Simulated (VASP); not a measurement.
Set up this calculation in VASP 6.6.1, as the native input.

* Task: single point
* Functional: PBE
* Potentials or basis: VASP PAW PBE potentials, release 64 (Ta_pv, H)
* Cutoff: 520 eV
* k mesh: 12 × 12 × 12
* Occupations: gaussian, width 0.1 eV
* Spin: no spin polarisation
* Dipole correction: no
* k mesh for the DOS: 18 × 18 × 18
* Occupations for the DOS: tetrahedron
* Further INCAR settings: ALGO = Normal; EDIFF = 1e-06; NBANDS = 17

TaH5:

```xyz
6
Lattice="2.5400 1.4665 2.0281 -2.5400 1.4665 2.0281 0.0000 -2.9329 2.0281" Properties=species:S:1:pos:R:3 pbc="T T T"
Ta    0.0000    0.0000    4.1915
H     1.0131   -0.5849    2.7124
H     0.0000    1.1698    2.7124
H    -1.0131   -0.5849    2.7124
H     0.0000    0.0000    0.8487
H     0.0000    0.0000    0.0514
```

One way to write it, as run:

POSCAR

```
TaH5
1.0
    2.5399682895      1.4664513757      2.0280779017
   -2.5399682895      1.4664513757      2.0280779017
    0.0000000000     -2.9329027514      2.0280779017
Ta H
1 5
Direct
    0.6889037898      0.6889037898      0.6889037898
    0.5787565137      0.1798908253      0.5787565137
    0.5787565137      0.5787565137      0.1798908253
    0.1798908253      0.5787565137      0.5787565137
    0.1394891196      0.1394891196      0.1394891196
    0.0084547280      0.0084547280      0.0084547280
```

INCAR.step1

```
SYSTEM = TaH5
PREC = Accurate
ENCUT = 520
EDIFF = 1E-6
ISMEAR = 0
SIGMA = 0.1
LREAL = .False.
LASPH = .True.
NELM = 80
ALGO = Normal
ISIF = 2
LWAVE = .False.
LCHARG = .True.
LMAXMIX = 4
GGA = PE
NBANDS = 17
```

KPOINTS.step1

```
regular mesh
0
Gamma
  12 12 12
  0 0 0
```

INCAR.step2

```
SYSTEM = TaH5
PREC = Accurate
ENCUT = 520
EDIFF = 1E-6
ISMEAR = -5
SIGMA = 0.1
LREAL = .False.
LASPH = .True.
NELM = 80
ALGO = Normal
ISIF = 2
LWAVE = .False.
LCHARG = .False.
LMAXMIX = 4
GGA = PE
LORBIT = 11
NBANDS = 17
NEDOS = 2001
ICHARG = 11
```

KPOINTS.step2

```
regular mesh
0
Gamma
  18 18 18
  0 0 0
```

Potentials or basis: VASP PAW PBE potentials, release 64 (Ta_pv, H).

Launch:

```console
$ cat potpaw_PBE.64/Ta_pv/POTCAR potpaw_PBE.64/H/POTCAR > POTCAR
$ cp INCAR.step1 INCAR
$ cp KPOINTS.step1 KPOINTS
$ mpirun -np 1 vasp_std > vasp.out
$ cp INCAR.step2 INCAR
$ cp KPOINTS.step2 KPOINTS
$ mpirun -np 1 vasp_std > vasp.out
```

It gave:

```json
{"Valence electrons inside the program's atomic spheres": "Ta 8.77; H 0.59, 0.54, 0.65 (each value once)"}
```

It took 2.4 min on 1 thread of AMD EPYC 9R45 96-Core Processor (Zen 5), on a shared host, peak memory 0.47 GiB.
